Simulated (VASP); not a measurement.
Write the native input for VASP 6.6.1 that does the following.

```yaml
Task: single point
Functional: PBEsol
Potentials_or_basis: VASP PAW PBE potentials, release 64 (Ta_pv, N)
Cutoff: 600 eV
k_mesh: 10 × 10 × 10
Occupations: gaussian, width 0.1 eV
Spin: no spin polarisation
Dipole_correction: no
Further_INCAR_settings: ALGO = Normal; EDIFF = 1e-06; NBANDS = 44
```

The structure of Ta4N5 lies in POSCAR:

```
Ta4N5
1.0
   -3.4862698106      3.4862698106      2.1604800938
    3.4862698106     -3.4862698106      2.1604800938
    3.4862698106      3.4862698106     -2.1604800938
Ta N
4 5
Direct
    0.7827602784      0.6049008360      0.3876611143
    0.3950991640      0.7827602784      0.1778594424
    0.6049008360      0.2172397216      0.8221405576
    0.2172397216      0.3950991640      0.6123388857
    0.5000000000      0.5000000000      0.0000000000
    0.9067709493      0.3104299860      0.2172009353
    0.6895700140      0.9067709493      0.5963409633
    0.3104299860      0.0932290507      0.4036590367
    0.0932290507      0.6895700140      0.7827990647
```

The input as run:

INCAR

```
  PREC = Accurate
  ENCUT = 600
  EDIFF = 1E-6
  ISMEAR = 0
  SIGMA = 0.1
  LREAL = False
  LASPH = True
  NELM = 120
  ALGO = Normal
  ISIF = 2
  LWAVE = False
  LCHARG = True
  GGA = PS
  LELF = True
  LVHAR = True
  NBANDS = 44
  GGA_COMPAT = False
```

KPOINTS

```
Automatic mesh
0
Gamma
  10 10 10
```

Potentials or basis: VASP PAW PBE potentials, release 64 (Ta_pv, N).

The run is started by

```console
$ cat potpaw_PBE.64/Ta_pv/POTCAR potpaw_PBE.64/N/POTCAR > POTCAR
$ mpirun -np 1 vasp_std > vasp.out
```

It gave:

```yaml
Pressure: -15.5 GPa
Largest_force: 0.021 eV/Å
Band_gap_on_the_k_mesh: zero (an odd number of electrons rules out a gap without spin polarisation)
```

Caveat: the cell stands under tension; the PAW data sets were made with another functional, which shifts forces and pressure a little; spin-orbit coupling is left out, which moves the levels of the heavy elements.

It took 21 min on 1 thread of Oxide Virtual Turin-like Processor, on a shared host, peak memory 0.71 GiB.
